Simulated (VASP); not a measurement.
# KZnF3 (Pm-3m) in VASP: notebook

Runs on KZnF3. Level: PBEsol. Tasks: single point.

Everything below comes from runs of VASP 6.6.1. Logs are shortened: lines on timing, memory, paths and dates and some standing lists are left out, and cuts for length are marked.

## Step 1: The cell of the first run

The structure is cubic, space group Pm-3m (No. 221). The conventional cell has a = 3.967 Å, b = 3.967 Å, c = 3.967 Å, α = 90.00°, β = 90.00°, γ = 90.00°. Zn (site symmetry m-3m) has 6 F at 1.98 Å within 2.6 Å. Within 3.7 Å of K (site symmetry m-3m) lie 12 F at 2.81 Å and 8 Zn at 3.44 Å. Within 2.6 Å of F (site symmetry 4/mmm) lie 2 Zn at 1.98 Å.

## Step 2: Single point, PBEsol

INCAR

```
SYSTEM = KZnF3
ALGO = Normal ; EDIFF = 1E-7
ENCUT = 520 ; GGA = PS
ISIF = 2 ; ISMEAR = -1
LASPH = .True. ; LCHARG = .True.
LELF = .True. ; LREAL = .False.
LVHAR = .True. ; LWAVE = .False.
NBANDS = 29 ; NELM = 60
PREC = Accurate ; SIGMA = 0.05
```

KPOINTS

```
k-points
0
Gamma
  7 7 7
  0 0 0
```

POSCAR

```
KZnF3
1.0
    3.9673237403      0.0000000000      0.0000000000
    0.0000000000      3.9673237403      0.0000000000
    0.0000000000      0.0000000000      3.9673237403
Zn K F
1 1 3
Direct
    0.5000000000      0.5000000000      0.5000000000
    0.0000000000      0.0000000000      0.0000000000
    0.5000000000      0.0000000000      0.5000000000
    0.0000000000      0.5000000000      0.5000000000
    0.5000000000      0.5000000000      0.0000000000
```

Potentials or basis: VASP PAW PBE potentials, release 64 (Zn, K_sv, F).

Command:

```
cat potpaw_PBE.64/Zn/POTCAR potpaw_PBE.64/K_sv/POTCAR potpaw_PBE.64/F/POTCAR > POTCAR
mpirun -np 1 vasp_std > vasp.out
```

OUTCAR:

```text
SYSTEM = KZnF3
   EDIFF = 1E-7
   ENCUT = 520
   GGA = PS
   ISIF = 2
   ISMEAR = -1
   LASPH = .True.
   LREAL = .False.
   NELM = 60
   PREC = Accurate

 ion  position               nearest neighbor table
   1  0.500  0.500  0.500-   3 1.98   4 1.98   5 1.98   5 1.98   3 1.98   4 1.98
   2  0.000  0.000  0.000-   3 2.81   4 2.81   5 2.81   3 2.81   4 2.81   4 2.81   5 2.81   4 2.81
                             3 2.81   5 2.81   3 2.81   5 2.81
   3  0.500  0.000  0.500-   1 1.98   1 1.98   2 2.81   2 2.81   2 2.81   2 2.81
   4  0.000  0.500  0.500-   1 1.98   1 1.98   2 2.81   2 2.81   2 2.81   2 2.81
   5  0.500  0.500  0.000-   1 1.98   1 1.98   2 2.81   2 2.81   2 2.81   2 2.81

  LATTYP: Found a simple cubic cell.
 ALAT       =     3.9673237403

  Lattice vectors:

 A1 = (   3.9673237403,   0.0000000000,   0.0000000000)
 A2 = (   0.0000000000,   3.9673237403,   0.0000000000)
 A3 = (   0.0000000000,   0.0000000000,   3.9673237403)

Analysis of symmetry for initial positions (statically):
=====================================================================
 Subroutine PRICEL returns:
 Original cell was already a primitive cell.

 Routine SETGRP: Setting up the symmetry group for a
 simple cubic supercell.

 Subroutine GETGRP returns: Found 48 space group operations
 (whereof 48 operations were pure point group operations)
 out of a pool of 48 trial point group operations.

The static configuration has the point symmetry O_h .

Analysis of symmetry for dynamics (positions and initial velocities):
=====================================================================
 Subroutine PRICEL returns:
 Original cell was already a primitive cell.

 Routine SETGRP: Setting up the symmetry group for a
 simple cubic supercell.

 Subroutine GETGRP returns: Found 48 space group operations
 (whereof 48 operations were pure point group operations)
 out of a pool of 48 trial point group operations.

The dynamic configuration has the point symmetry O_h .

 Subroutine INISYM returns: Found 48 space group operations
 (whereof 48 operations are pure point group operations),
 and found     1 'primitive' translations

----------------------------------------------------------------------------------------

                                     Primitive cell

  volume of cell :      62.4443

  direct lattice vectors                    reciprocal lattice vectors
     3.967323740  0.000000000  0.000000000     0.252059087  0.000000000  0.000000000
     0.000000000  3.967323740  0.000000000     0.000000000  0.252059087  0.000000000
     0.000000000  0.000000000  3.967323740     0.000000000  0.000000000  0.252059087

  length of vectors
     3.967323740  3.967323740  3.967323740     0.252059087  0.252059087  0.252059087

  position of ions in fractional coordinates (direct lattice)
     0.500000000  0.500000000  0.500000000
     0.000000000  0.000000000  0.000000000
     0.500000000  0.000000000  0.500000000
     0.000000000  0.500000000  0.500000000
     0.500000000  0.500000000  0.000000000

  ion indices of the primitive-cell ions
   primitive index   ion index
                 1           1
                 2           2
                 3           3
                 4           4
                 5           5

----------------------------------------------------------------------------------------

 KPOINTS: k-points

Automatic generation of k-mesh.
 Grid dimensions read from file:
 generate k-points for:    7    7    7

 Generating k-lattice:

  Cartesian coordinates                     Fractional coordinates (reciprocal lattice)
     0.036008441  0.000000000  0.000000000     0.142857143  0.000000000  0.000000000
     0.000000000  0.036008441  0.000000000     0.000000000  0.142857143  0.000000000
     0.000000000  0.000000000  0.036008441     0.000000000  0.000000000  0.142857143

  Length of vectors
     0.036008441  0.036008441  0.036008441

  Shift w.r.t. Gamma in fractional coordinates (k-lattice)
     0.000000000  0.000000000  0.000000000

 Subroutine IBZKPT returns following result:
 ===========================================

 Found     20 irreducible k-points:

 Following reciprocal coordinates:
            Coordinates               Weight
  0.000000  0.000000  0.000000      1.000000
  0.142857  0.000000  0.000000      6.000000
  0.285714  0.000000  0.000000      6.000000
  0.428571  0.000000  0.000000      6.000000
  0.142857  0.142857  0.000000     12.000000
  0.285714  0.142857  0.000000     24.000000
[... 12 lines left out ...]
  0.428571  0.428571  0.285714     24.000000
  0.428571  0.428571  0.428571      8.000000
   k-points           NKPTS =     20   k-points in BZ     NKDIM =     20   number of bands    NBANDS=     29
   number of dos      NEDOS =    301   number of ions     NIONS =      5
   total plane-waves  NPLWV =  27000
   dimension x,y,z NGX =    30 NGY =   30 NGZ =   30
   dimension x,y,z NGXF=    60 NGYF=   60 NGZF=   60
   ions per type =               1   1   3
   NGX,Y,Z   is equivalent  to a cutoff of  12.57, 12.57, 12.57 a.u.
   NGXF,Y,Z  is equivalent  to a cutoff of  25.14, 25.14, 25.14 a.u.
 SYSTEM =  KZnF3
   PREC   = accura    normal or accurate (medium, high low for compatibility)
   ISTART =      0    job   : 0-new  1-cont  2-samecut
   ICHARG =      2    charge: 1-file 2-atom 10-const
   ISPIN  =      1    spin polarized calculation?
   LNONCOLLINEAR =      F non collinear calculations
   LSORBIT =      F    spin-orbit coupling
   LASPH  =      T    aspherical Exc in radial PAW
   ENCUT  =  520.0 eV  38.22 Ry    6.18 a.u.   7.38  7.38  7.38*2*pi/ulx,y,z
   NELM   =     60;   NELMIN=  2; NELMDL= -5     # of ELM steps
   EDIFF  = 0.1E-06   stopping-criterion for ELM
   LREAL  =      F    real-space projection
   EDIFFG = 0.1E-05   stopping-criterion for IOM
   NSW    =      0    number of steps for IOM
   IBRION =     -1    ionic relax: 0-MD 1-quasi-New 2-CG
   NFREE  =      0    steps in history (QN), initial steepest desc. (CG)
   ISIF   =      2    stress and relaxation
   ISYM   =      2    0-nonsym 1-usesym 2-fastsym
   POTIM  = 0.5000    time-step for ionic-motion
   TEBEG  =    0.0;   TEEND  =   0.0 temperature during run
   PSTRESS=    0.0 pullay stress
   NELECT =      42.0000    total number of electrons
   NUPDOWN=      -1.0000    fix difference up-down
   EMIN   =  10.00;   EMAX   =-10.00  energy-range for DOS
   EFERMI =   0.00;   METHOD = LEGACY
   ISMEAR =    -1;   SIGMA  =   0.05  broadening in eV -4-tet -1-fermi 0-gaus
   EFERMI_NEDOS =   21; number of points for ismear=-14 and -15
   IALGO  =     38    algorithm
   IMIX   =      4    mixing-type and parameters
     AMIX     =   0.40;   BMIX     =  1.00
     AMIX_MAG =   1.60;   BMIX_MAG =  1.00
  volume/ion in A,a.u.               =      12.49        84.28
  Fermi-wavevector in a.u.,A,eV,Ry     =   1.434367  2.710561 27.992745  2.057409
  Thomas-Fermi vector in A             =   2.553783
   LORBIT       =      0    0 simple, 1 ext, 2 COOP (PROOUT), +10 PAW based schemes
   GGA     = PS    functional components
   LHFCALC =     F    Hartree Fock is set to
   AEXX    =    0.0000 exact exchange contribution
   IVDW    =     0    specifies the selected vdW correction
   LEPSILON=     F    determine dielectric tensor
   LRPA    =     F    only Hartree local field effects (RPA)
 non-spin polarized calculation
  energy-cutoff  :      520.00
  volume of cell :       62.44
 maximum number of plane-waves:      1743
 NGX is ok and might be reduce to    30
   NGX = 15   NGY = 15   NGZ = 15

 number of electron      41.9999989 magnetization

 Free energy of the ion-electron system (eV)
  ---------------------------------------------------
  ext. energy  EPLUGINS =         0.00000000
  ---------------------------------------------------
  free energy    TOTEN  =       -21.24929015 eV

  energy without entropy =      -21.24929015  energy(sigma->0) =      -21.24929015

 E-fermi :   0.8337     XC(G=0): -10.4768

 val. band max:       -0.3365200949   @ k =   0.4286   0.4286   0.0000
 cond. band min:       3.5769714766   @ k =   0.0000   0.0000   0.0000
 fundamental gap:      3.9134915716
 Fermi energy:         0.8337151072

 k-point     1 :       0.0000    0.0000    0.0000
  band No.  band energies     occupation
      1     -27.3569      2.00000
      2     -22.2707      2.00000
      3     -21.5397      2.00000
      4     -21.5397      2.00000
      5     -10.9262      2.00000
      6     -10.9262      2.00000
[... 21 lines left out ...]
     28      10.5656      0.00000
     29      14.1193      0.00000

 k-point     2 :       0.1429    0.0000    0.0000
  band No.  band energies     occupation
      1     -27.3504      2.00000
      2     -22.2444      2.00000
      3     -21.5648      2.00000
      4     -21.5373      2.00000
      5     -10.9219      2.00000
      6     -10.9142      2.00000
[... 21 lines left out ...]
     28      10.6249      0.00000
     29      13.9383      0.00000

 k-point     3 :       0.2857    0.0000    0.0000
  band No.  band energies     occupation
      1     -27.3359      2.00000
      2     -22.1780      2.00000
      3     -21.6307      2.00000
      4     -21.5333      2.00000
      5     -10.9123      2.00000
      6     -10.8870      2.00000
[... 21 lines left out ...]
     28      10.7678      0.00000
     29      13.5377      0.00000

 k-point     4 :       0.4286    0.0000    0.0000
  band No.  band energies     occupation
      1     -27.3242      2.00000
      2     -22.1124      2.00000
      3     -21.6954      2.00000
      4     -21.5299      2.00000
      5     -10.9045      2.00000
      6     -10.8648      2.00000
[... 469 lines left out ...]
     28      11.6614      0.00000
     29      12.6610      0.00000

 k-point    19 :       0.4286    0.4286    0.2857
  band No.  band energies     occupation
      1     -27.2914      2.00000
      2     -21.7991      2.00000
      3     -21.7081      2.00000
      4     -21.6840      2.00000
      5     -11.0758      2.00000
      6     -11.0714      2.00000
[... 21 lines left out ...]
     28      11.8117      0.00000
     29      12.8110      0.00000

 k-point    20 :       0.4286    0.4286    0.4286
  band No.  band energies     occupation
      1     -27.2859      2.00000
      2     -21.7440      2.00000
      3     -21.7004      2.00000
      4     -21.7004      2.00000
      5     -11.1189      2.00000
      6     -11.1189      2.00000
[... 21 lines left out ...]
     28      11.8529      0.00000
     29      13.2019      0.00000

------------------------ aborting loop because EDIFF is reached ----------------------------------------

  FORCE on cell =-STRESS in cart. coord.  units (eV):
  Direction    XX          YY          ZZ          XY          YZ          ZX
  --------------------------------------------------------------------------------------
  -------------------------------------------------------------------------------------
  Total        2.5016049      2.5016049      2.5016049      0.0000000     -0.0000000     -0.0000000
  in kB       64.1854183     64.1854183     64.1854183      0.0000000     -0.0000000     -0.0000000
  external PRESSURE =      64.1854183 kB  Pullay stress =       0.0000000 kB

 VOLUME and BASIS-vectors are now :
 -----------------------------------------------------------------------------
  energy-cutoff  :      520.00
  volume of cell :       62.44
      direct lattice vectors                 reciprocal lattice vectors
     3.967323740  0.000000000  0.000000000     0.252059087  0.000000000  0.000000000
     0.000000000  3.967323740  0.000000000     0.000000000  0.252059087  0.000000000
     0.000000000  0.000000000  3.967323740     0.000000000  0.000000000  0.252059087

 POSITION                                       TOTAL-FORCE (eV/Angst)
 -----------------------------------------------------------------------------------
      1.98366      1.98366      1.98366         0.000000      0.000000      0.000000
      0.00000      0.00000      0.00000         0.000000      0.000000      0.000000
      1.98366      0.00000      1.98366         0.000000      0.000000      0.000000
      0.00000      1.98366      1.98366         0.000000      0.000000      0.000000
      1.98366      1.98366      0.00000         0.000000      0.000000      0.000000
 -----------------------------------------------------------------------------------
    total drift:                                0.000000      0.000000     -0.000000

  FREE ENERGIE OF THE ION-ELECTRON SYSTEM (eV)
  ---------------------------------------------------
  free  energy   TOTEN  =       -21.2492901541 eV

  energy  without entropy=      -21.2492901541  energy(sigma->0) =      -21.24929015
```

It took 18 s on 1 thread of Intel Xeon 6975P-C (Granite Rapids), shared host; peak memory 0.19 GiB.

Results:

* Free energy: -21.2493 eV
* Pressure: 6.4 GPa
* Band gap on the k mesh: 3.91 eV, indirect (least direct gap 6.02 eV)

Caveat: the PAW data sets were made with another functional, which shifts forces and pressure a little. A k mesh can miss the band edges.

## Step 3: Single point, PBEsol

This run uses another cell than the first one, of 12.75 Å³/atom, 1.021 times its volume.

INCAR

```
SYSTEM = KZnF3
PREC     = Accurate       ! precision mode
ENCUT    = 520            ! plane-wave cutoff, eV
EDIFF    = 1E-6           ! SCF threshold, eV
ISMEAR   = -1             ! smearing method
SIGMA    = 0.05           ! smearing width, eV
LREAL    = .False.        ! projectors in reciprocal space
LASPH    = .True.         ! aspherical terms in the spheres
NELM     = 80             ! most SCF steps
ALGO     = Normal         ! electronic algorithm
ISIF     = 2              ! what is computed and relaxed
LWAVE    = .False.        ! write WAVECAR
LCHARG   = .True.         ! write CHGCAR
GGA      = PS             ! functional
LELF     = .True.         ! ELF
LVHAR    = .True.       
NBANDS   = 29             ! bands
```

KPOINTS

```
regular mesh
0
Gamma
  7 7 7
  0 0 0
```

POSCAR: that of step 2 with these lines changed.

```diff
@@ -2,5 +2,5 @@
 1.0
-    3.9673237403      0.0000000000      0.0000000000
-    0.0000000000      3.9673237403      0.0000000000
-    0.0000000000      0.0000000000      3.9673237403
+    3.9952635604      0.0000000000      0.0000000000
+    0.0000000000      3.9952635604      0.0000000000
+    0.0000000000      0.0000000000      3.9952635604
 Zn K F
```

Potentials or basis: VASP PAW PBE potentials, release 64 (Zn, K_sv, F).

Command:

```
cat potpaw_PBE.64/Zn/POTCAR potpaw_PBE.64/K_sv/POTCAR potpaw_PBE.64/F/POTCAR > POTCAR
mpirun -np 1 vasp_std > vasp.out
```

OUTCAR:

```text
SYSTEM = KZnF3
   PREC = Accurate
   ENCUT = 520
   EDIFF = 1E-6
   ISMEAR = -1
   LREAL = .False.
   LASPH = .True.
   NELM = 80
   ISIF = 2
   GGA = PS

 ion  position               nearest neighbor table
   1  0.500  0.500  0.500-   3 2.00   4 2.00   5 2.00   5 2.00   3 2.00   4 2.00
   2  0.000  0.000  0.000-   3 2.83   4 2.83   5 2.83   3 2.83   4 2.83   4 2.83   5 2.83   4 2.83
                             3 2.83   5 2.83   3 2.83   5 2.83
   3  0.500  0.000  0.500-   1 2.00   1 2.00   2 2.83   2 2.83   2 2.83   2 2.83
   4  0.000  0.500  0.500-   1 2.00   1 2.00   2 2.83   2 2.83   2 2.83   2 2.83
   5  0.500  0.500  0.000-   1 2.00   1 2.00   2 2.83   2 2.83   2 2.83   2 2.83

  LATTYP: Found a simple cubic cell.
 ALAT       =     3.9952635604

  Lattice vectors:

 A1 = (   3.9952635604,   0.0000000000,   0.0000000000)
 A2 = (   0.0000000000,   3.9952635604,   0.0000000000)
 A3 = (   0.0000000000,   0.0000000000,   3.9952635604)

Analysis of symmetry for initial positions (statically):
=====================================================================
 Subroutine PRICEL returns:
 Original cell was already a primitive cell.
[... 172 lines left out ...]

 val. band max:       -0.5668614321   @ k =   0.4286   0.4286   0.0000
 cond. band min:       3.2910606921   @ k =   0.0000   0.0000   0.0000
 fundamental gap:      3.8579221242
 Fermi energy:         0.5445895378

 k-point     1 :       0.0000    0.0000    0.0000
  band No.  band energies     occupation
      1     -27.5015      2.00000
      2     -22.3123      2.00000
      3     -21.6119      2.00000
      4     -21.6119      2.00000
      5     -11.0666      2.00000
      6     -11.0666      2.00000
[... 629 lines left out ...]
     28      11.6450      0.00000
     29      12.9104      0.00000

------------------------ aborting loop because EDIFF is reached ----------------------------------------

  FORCE on cell =-STRESS in cart. coord.  units (eV):
  Direction    XX          YY          ZZ          XY          YZ          ZX
  --------------------------------------------------------------------------------------
  -------------------------------------------------------------------------------------
  Total        1.7301962      1.7301962      1.7301962      0.0000000     -0.0000000      0.0000000
  in kB       43.4679968     43.4679968     43.4679968      0.0000000     -0.0000000      0.0000000
  external PRESSURE =      43.4679968 kB  Pullay stress =       0.0000000 kB

 VOLUME and BASIS-vectors are now :
 -----------------------------------------------------------------------------
  energy-cutoff  :      520.00
  volume of cell :       63.77
      direct lattice vectors                 reciprocal lattice vectors
     3.995263560  0.000000000  0.000000000     0.250296378  0.000000000  0.000000000
     0.000000000  3.995263560  0.000000000     0.000000000  0.250296378  0.000000000
     0.000000000  0.000000000  3.995263560     0.000000000  0.000000000  0.250296378

 POSITION                                       TOTAL-FORCE (eV/Angst)
 -----------------------------------------------------------------------------------
      1.99763      1.99763      1.99763         0.000000      0.000000      0.000000
      0.00000      0.00000      0.00000         0.000000      0.000000      0.000000
      1.99763      0.00000      1.99763         0.000000      0.000000      0.000000
      0.00000      1.99763      1.99763         0.000000      0.000000      0.000000
      1.99763      1.99763      0.00000         0.000000      0.000000      0.000000
 -----------------------------------------------------------------------------------
    total drift:                                0.000000      0.000000     -0.000000

  FREE ENERGIE OF THE ION-ELECTRON SYSTEM (eV)
  ---------------------------------------------------
  free  energy   TOTEN  =       -21.2961466923 eV

  energy  without entropy=      -21.2961466922  energy(sigma->0) =      -21.29614669
```

It took 16 s on 1 thread of Intel Xeon 6975P-C (Granite Rapids), shared host; peak memory 0.18 GiB.

Results:

```yaml
Free_energy: -21.2961 eV
Pressure: 4.3 GPa
Band_gap_on_the_k_mesh: 3.86 eV, indirect (least direct gap 5.84 eV)
```

Levels at points of the mesh, in eV from the valence-band top:
```csv
k point,band 19,band 20,band 21,band 22,band 23,band 24
"(0.00, 0.00, 0.00)",-1.98,-1.98,-1.98,3.86,8.51,8.51
```

Caveat: the PAW data sets were made with another functional, which shifts forces and pressure a little. A hybrid or GW would open this gap; PBEsol tends to underestimate it.
